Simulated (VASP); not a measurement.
# Ba (Im-3m) in VASP: notebook

Ba is run at these levels: LDA; tasks: relaxation of cell and atoms.

Everything below comes from runs of VASP 6.6.1. Logs are shortened: lines on timing, memory, paths and dates and some standing lists are left out, and cuts for length are marked.

## Step 1: The cell of the first run

The structure is cubic, space group Im-3m (No. 229). Conventional cell: a = 5.025 Å, b = 5.025 Å, c = 5.025 Å, α = 90.00°, β = 90.00°, γ = 90.00°. Ba (site symmetry m-3m) has 14 Ba at 4.35 to 5.03 Å within 5.7 Å.

## Step 2: Relaxation of cell and atoms, LDA

Input file INCAR:

```
SYSTEM = Ba
ALGO = Normal
EDIFF = 1E-7
EDIFFG = -0.002
ENCUT = 600
IBRION = 2
ISIF = 3
ISMEAR = 0
LASPH = .TRUE.
LCHARG = .FALSE.
LREAL = .FALSE.
LWAVE = .FALSE.
NELM = 100
NSW = 100
PREC = Accurate
SIGMA = 0.1
```

Input file KPOINTS:

```
k-points
0
G
  10 10 10
  0 0 0
```

Input file POSCAR:

```
Ba
1.0
   -2.5125000000      2.5125000000      2.5125000000
    2.5125000000     -2.5125000000      2.5125000000
    2.5125000000      2.5125000000     -2.5125000000
Ba
1
Direct
    0.0000000000      0.0000000000      0.0000000000
```

Potentials or basis: VASP PAW LDA potentials, release 64 (Ba_sv).

On the command line:

```console
> cat potpaw_LDA.64/Ba_sv/POTCAR > POTCAR
> mpirun -np 1 vasp_std > vasp.out
```

OUTCAR:

```text
SYSTEM = Ba
   EDIFF = 1E-7
   EDIFFG = -0.002
   ENCUT = 600
   IBRION = 2
   ISIF = 3
   ISMEAR = 0
   LASPH = .TRUE.
   LREAL = .FALSE.
   NELM = 100
   NSW = 100
   PREC = Accurate

 ion  position               nearest neighbor table
   1  0.000  0.000  0.000-

  LATTYP: Found a body centered cubic cell.
 ALAT       =     5.0250000000

  Lattice vectors:

 A1 = (  -2.5125000000,   2.5125000000,   2.5125000000)
 A2 = (   2.5125000000,  -2.5125000000,   2.5125000000)
 A3 = (   2.5125000000,   2.5125000000,  -2.5125000000)

Analysis of symmetry for initial positions (statically):
=====================================================================
 Subroutine PRICEL returns:
 Original cell was already a primitive cell.

 Routine SETGRP: Setting up the symmetry group for a
 body centered cubic supercell.

 Subroutine GETGRP returns: Found 48 space group operations
 (whereof 48 operations were pure point group operations)
 out of a pool of 48 trial point group operations.

The static configuration has the point symmetry O_h .

Analysis of symmetry for dynamics (positions and initial velocities):
=====================================================================
 Subroutine PRICEL returns:
 Original cell was already a primitive cell.

 Routine SETGRP: Setting up the symmetry group for a
 body centered cubic supercell.

 Subroutine GETGRP returns: Found 48 space group operations
 (whereof 48 operations were pure point group operations)
 out of a pool of 48 trial point group operations.

The dynamic configuration has the point symmetry O_h .

 Subroutine INISYM returns: Found 48 space group operations
 (whereof 48 operations are pure point group operations),
 and found     1 'primitive' translations

----------------------------------------------------------------------------------------

                                     Primitive cell

  volume of cell :      63.4422

  direct lattice vectors                    reciprocal lattice vectors
    -2.512500000  2.512500000  2.512500000     0.000000000  0.199004975  0.199004975
     2.512500000 -2.512500000  2.512500000     0.199004975  0.000000000  0.199004975
     2.512500000  2.512500000 -2.512500000     0.199004975  0.199004975  0.000000000

  length of vectors
     4.351777654  4.351777654  4.351777654     0.281435535  0.281435535  0.281435535

  position of ions in fractional coordinates (direct lattice)
     0.000000000  0.000000000  0.000000000

  ion indices of the primitive-cell ions
   primitive index   ion index
                 1           1

----------------------------------------------------------------------------------------

 KPOINTS: k-points

Automatic generation of k-mesh.
 Grid dimensions read from file:
 generate k-points for:   10   10   10

 Generating k-lattice:

  Cartesian coordinates                     Fractional coordinates (reciprocal lattice)
     0.000000000  0.019900498  0.019900498     0.100000000  0.000000000  0.000000000
     0.019900498  0.000000000  0.019900498     0.000000000  0.100000000  0.000000000
     0.019900498  0.019900498  0.000000000     0.000000000  0.000000000  0.100000000

  Length of vectors
     0.028143553  0.028143553  0.028143553

  Shift w.r.t. Gamma in fractional coordinates (k-lattice)
     0.000000000  0.000000000  0.000000000

 Subroutine IBZKPT returns following result:
 ===========================================

 Found     47 irreducible k-points:

 Following reciprocal coordinates:
            Coordinates               Weight
  0.000000  0.000000  0.000000      1.000000
  0.100000  0.000000  0.000000     12.000000
  0.200000  0.000000  0.000000     12.000000
  0.300000  0.000000  0.000000     12.000000
  0.400000  0.000000  0.000000     12.000000
  0.500000  0.000000  0.000000      6.000000
[... 16 lines left out ...]
  0.300000  0.300000  0.100000      8.000000
 -0.300000  0.300000  0.100000     24.000000
 [... further k-points ...]
   k-points           NKPTS =     47   k-points in BZ     NKDIM =     47   number of bands    NBANDS=      9
   number of dos      NEDOS =    301   number of ions     NIONS =      1
   total plane-waves  NPLWV =  46656
   dimension x,y,z NGX =    36 NGY =   36 NGZ =   36
   dimension x,y,z NGXF=    72 NGYF=   72 NGZF=   72
   ions per type =               1
   NGX,Y,Z   is equivalent  to a cutoff of  13.75, 13.75, 13.75 a.u.
   NGXF,Y,Z  is equivalent  to a cutoff of  27.51, 27.51, 27.51 a.u.
 SYSTEM =  Ba
   PREC   = accura    normal or accurate (medium, high low for compatibility)
   ISTART =      0    job   : 0-new  1-cont  2-samecut
   ICHARG =      2    charge: 1-file 2-atom 10-const
   ISPIN  =      1    spin polarized calculation?
   LNONCOLLINEAR =      F non collinear calculations
   LSORBIT =      F    spin-orbit coupling
   LASPH  =      T    aspherical Exc in radial PAW
   ENCUT  =  600.0 eV  44.10 Ry    6.64 a.u.   8.69  8.69  8.69*2*pi/ulx,y,z
   NELM   =    100;   NELMIN=  2; NELMDL= -5     # of ELM steps
   EDIFF  = 0.1E-06   stopping-criterion for ELM
   LREAL  =      F    real-space projection
   EDIFFG = -.2E-02   stopping-criterion for IOM
   NSW    =    100    number of steps for IOM
   IBRION =      2    ionic relax: 0-MD 1-quasi-New 2-CG
   NFREE  =      1    steps in history (QN), initial steepest desc. (CG)
   ISIF   =      3    stress and relaxation
   ISYM   =      2    0-nonsym 1-usesym 2-fastsym
   POTIM  = 0.5000    time-step for ionic-motion
   TEBEG  =    0.0;   TEEND  =   0.0 temperature during run
   PSTRESS=    0.0 pullay stress
   NELECT =      10.0000    total number of electrons
   NUPDOWN=      -1.0000    fix difference up-down
   EMIN   =  10.00;   EMAX   =-10.00  energy-range for DOS
   EFERMI =   0.00;   METHOD = LEGACY
   ISMEAR =     0;   SIGMA  =   0.10  broadening in eV -4-tet -1-fermi 0-gaus
   EFERMI_NEDOS =   21; number of points for ismear=-14 and -15
   IALGO  =     38    algorithm
   IMIX   =      4    mixing-type and parameters
     AMIX     =   0.40;   BMIX     =  1.00
     AMIX_MAG =   1.60;   BMIX_MAG =  1.00
  volume/ion in A,a.u.               =      63.44       428.13
  Fermi-wavevector in a.u.,A,eV,Ry     =   0.884332  1.671146 10.640347  0.782043
  Thomas-Fermi vector in A             =   2.005218
   LORBIT       =      0    0 simple, 1 ext, 2 COOP (PROOUT), +10 PAW based schemes
   GGA     = CA    functional components
   LHFCALC =     F    Hartree Fock is set to
   AEXX    =    0.0000 exact exchange contribution
   IVDW    =     0    specifies the selected vdW correction
   LEPSILON=     F    determine dielectric tensor
   LRPA    =     F    only Hartree local field effects (RPA)
 conjugate gradient relaxation of ions
 non-spin polarized calculation
 Gauss-broadening in eV      SIGMA  =   0.10
  energy-cutoff  :      600.00
  volume of cell :       63.44
 maximum number of plane-waves:      2131
   NGX = 17   NGY = 17   NGZ = 17

--------------------------------------- Ionic step        1  -------------------------------------------

 number of electron      10.0000001 magnetization

 Free energy of the ion-electron system (eV)
  ---------------------------------------------------
  ext. energy  EPLUGINS =         0.00000000
  ---------------------------------------------------
  free energy    TOTEN  =        -2.21073880 eV

  energy without entropy =       -2.20389441  energy(sigma->0) =       -2.20731660

------------------------ aborting loop because EDIFF is reached ----------------------------------------

  FORCE on cell =-STRESS in cart. coord.  units (eV):
  Direction    XX          YY          ZZ          XY          YZ          ZX
  --------------------------------------------------------------------------------------
  -------------------------------------------------------------------------------------
  Total       -0.5147993     -0.5147993     -0.5147993      0.0000000      0.0000000     -0.0000000
  in kB      -13.0008067    -13.0008067    -13.0008067      0.0000000      0.0000000     -0.0000000
  external PRESSURE =     -13.0008067 kB  Pullay stress =       0.0000000 kB
[... 86 lines left out ...]
  FREE ENERGIE OF THE ION-ELECTRON SYSTEM (eV)
  ---------------------------------------------------
  free  energy   TOTEN  =        -2.2510554616 eV

  energy  without entropy=       -2.2437129931  energy(sigma->0) =       -2.24738423

[... ionic steps 4 to 9 ...]

--------------------------------------- Ionic step       10  -------------------------------------------

 number of electron      10.0000000 magnetization

------------------------ aborting loop because EDIFF is reached ----------------------------------------

  FORCE on cell =-STRESS in cart. coord.  units (eV):
  Direction    XX          YY          ZZ          XY          YZ          ZX
  --------------------------------------------------------------------------------------
  -------------------------------------------------------------------------------------
  Total       -0.0078658     -0.0078658     -0.0078658      0.0000000     -0.0000000      0.0000000
  in kB       -0.2308731     -0.2308731     -0.2308731      0.0000000     -0.0000000      0.0000000
  external PRESSURE =      -0.2308731 kB  Pullay stress =       0.0000000 kB
[... 55 lines left out ...]
  energy  without entropy=       -2.2437988177  energy(sigma->0) =       -2.24747145

--------------------------------------- Ionic step       12  -------------------------------------------

 number of electron      10.0000000 magnetization

 Free energy of the ion-electron system (eV)
  ---------------------------------------------------
  ext. energy  EPLUGINS =         0.00000000
  ---------------------------------------------------
  free energy    TOTEN  =        -2.25114421 eV

  energy without entropy =       -2.24379894  energy(sigma->0) =       -2.24747158

 E-fermi :   1.9001     XC(G=0):  -8.0965

 val. band max:        1.8811359797   @ k =   0.3000   0.3000   0.0000
 cond. band min:       1.9352317740   @ k =  -0.4000  -0.4000   0.1000
 fundamental gap:      0.0540957943
 Fermi energy:         1.9001026330

 k-point     1 :       0.0000    0.0000    0.0000
  band No.  band energies     occupation
      1     -26.6722      2.00000
      2     -11.5250      2.00000
      3     -11.5250      2.00000
      4     -11.5250      2.00000
      5      -0.8788      2.00000
      6       3.8381      0.00000
      7       3.8381      0.00000
      8       3.8381      0.00000
      9       5.5068      0.00000
[... 265 lines left out ...]
 k-point    24 :      -0.3000    0.3000    0.1000
  band No.  band energies     occupation
      1     -26.6125      2.00000
      2     -12.0121      2.00000
      3     -11.7043      2.00000
      4     -11.5849      2.00000
      5       0.7733      2.00000
      6       2.9586      0.00000
      7       3.1004      0.00000
      8       4.6493      0.00000
      9       5.6862      0.00000

 [... further k-points ...]

------------------------ aborting loop because EDIFF is reached ----------------------------------------

  FORCE on cell =-STRESS in cart. coord.  units (eV):
  Direction    XX          YY          ZZ          XY          YZ          ZX
  --------------------------------------------------------------------------------------
  -------------------------------------------------------------------------------------
  Total        0.0004306      0.0004306      0.0004306      0.0000000      0.0000000      0.0000000
  in kB        0.0126379      0.0126379      0.0126379      0.0000000      0.0000000      0.0000000
  external PRESSURE =       0.0126379 kB  Pullay stress =       0.0000000 kB
[... 16 lines left out ...]
  FREE ENERGIE OF THE ION-ELECTRON SYSTEM (eV)
  ---------------------------------------------------
  free  energy   TOTEN  =        -2.2511442140 eV

  energy  without entropy=       -2.2437989362  energy(sigma->0) =       -2.24747158

 reached required accuracy - stopping structural energy minimisation
```

Wall time 92 s (1 thread of AMD EPYC 7R13 (Zen 3), shared host); peak memory 0.16 GiB.

Results:

| Property | Result |
| --- | --- |
| Free energy | -2.2511 eV |
| Relaxed volume | 54.58 Å³/atom |
| Relaxed cell | a = 4.139 Å, b = 4.139 Å, c = 4.139 Å, α = 109.47°, β = 109.47°, γ = 109.47° |
| Space group after relaxing (to 0.1 Å) | Im-3m (No. 229) |
| Energy gained by relaxing | 40.4 meV/atom |
| Ionic steps | 12 |
| Pressure after relaxing | 0.0 GPa |
| Band gap on the k mesh | zero (bands 5 and 6 overlap by 1.20 eV) |

Step by step:
| step | energy change (eV) | largest force (eV/Å) | pressure (GPa) | volume (Å³) |
| --- | --- | --- | --- | --- |
| 1 | 0.0000 | 0.0000 | -1.30 | 63.44 |
| 2 | -0.0298 | 0.0000 | -0.75 | 58.83 |
| 3 | -0.0403 | 0.0000 | -0.08 | 54.88 |
| 4 | -0.0404 | 0.0000 | 0.01 | 54.42 |
| 5 | -0.0404 | 0.0000 | -0.02 | 54.59 |
| 6 | -0.0404 | 0.0000 | -0.03 | 54.59 |
| 7 | -0.0404 | 0.0000 | -0.02 | 54.59 |
| 8 | -0.0404 | 0.0000 | -0.02 | 54.59 |
| 9 | -0.0404 | 0.0000 | -0.02 | 54.59 |
| 10 | -0.0404 | 0.0000 | -0.02 | 54.59 |
| 11 | -0.0404 | 0.0000 | -0.02 | 54.59 |
| 12 | -0.0404 | 0.0000 | 0.00 | 54.58 |

Final structure:
```xyz
1
Lattice="-2.3897 2.3897 2.3897 2.3897 -2.3897 2.3897 2.3897 2.3897 -2.3897" Properties=species:S:1:pos:R:3 pbc="T T T"
Ba    0.0000    0.0000    0.0000
```

Caveat: spin-orbit coupling is left out, which moves the levels of the heavy elements. LDA usually gives volumes a few per cent too small.

## Step 3: Relaxation of cell and atoms, LDA

This run uses another cell than the first one, of 54.04 Å³/atom.

Input file INCAR:

```
PREC = Accurate ; ENCUT = 600
EDIFF = 1E-7 ; ISMEAR = -1
SIGMA = 0.15 ; LREAL = False
LASPH = True ; NELM = 100
ALGO = Normal ; ISIF = 3
LWAVE = False ; LCHARG = False
GGA = CA ; IBRION = 2
NSW = 80 ; EDIFFG = -0.001
```

Input file KPOINTS:

```
regular mesh
0
Gamma
  12 12 12
```

Input file POSCAR:

```
Ba
1.0
   -2.3816655778      2.3816655778      2.3816655778
    2.3816655778     -2.3816655778      2.3816655778
    2.3816655778      2.3816655778     -2.3816655778
Ba
1
Direct
    0.0000000000      0.0000000000      0.0000000000
```

Potentials or basis: VASP PAW LDA potentials, release 64 (Ba_sv).

On the command line:

```console
> cat potpaw_LDA.64/Ba_sv/POTCAR > POTCAR
> mpirun -np 1 vasp_std > vasp.out
```

It took 71 s on 1 thread of AMD EPYC 7R13 (Zen 3), shared host; peak memory 0.17 GiB.

Results (log left out):

```
Free energy                           : -2.2968 eV
Relaxed volume                        : 54.53 Å³/atom
Relaxed cell                          : a = 4.138 Å, b = 4.138 Å, c = 4.138 Å, α = 109.47°, β = 109.47°, γ = 109.47°
Space group after relaxing (to 0.1 Å) : Im-3m (No. 229)
Energy gained by relaxing             : 0.1 meV/atom
Ionic steps                           : 4
Pressure after relaxing               : 0.0 GPa
Band gap on the k mesh                : zero (bands 5 and 6 overlap by 1.43 eV)
```

Step by step:
| step | energy change (eV) | largest force (eV/Å) | pressure (GPa) | volume (Å³) |
| --- | --- | --- | --- | --- |
| 1 | 0.0000 | 0.0000 | 0.10 | 54.04 |
| 2 | -0.0001 | 0.0000 | 0.04 | 54.29 |
| 3 | -0.0001 | 0.0000 | 0.01 | 54.49 |
| 4 | -0.0001 | 0.0000 | 0.00 | 54.53 |

Final structure:
```
CELL_PARAMETERS angstrom
-2.38889 2.38889 2.38889
2.38889 -2.38889 2.38889
2.38889 2.38889 -2.38889
ATOMIC_POSITIONS crystal
Ba 0.00000 0.00000 0.00000
```

Levels at points of the mesh, in eV from the Fermi level:
```csv
k point,band 1,band 2,band 3,band 4,band 5,band 6,band 7,band 8,band 9
"(0.00, 0.00, 0.00)",-28.62,-13.47,-13.47,-13.47,-2.84,1.89,1.89,1.89,3.56
"(0.50, 0.00, 0.00)",-28.54,-14.21,-13.70,-13.48,-1.04,0.58,1.79,3.56,4.22
"(0.50, 0.50, 0.50)",-28.48,-13.98,-13.98,-13.98,-0.79,-0.79,5.09,5.09,5.09
```

Caveat: spin-orbit coupling is left out, which moves the levels of the heavy elements.
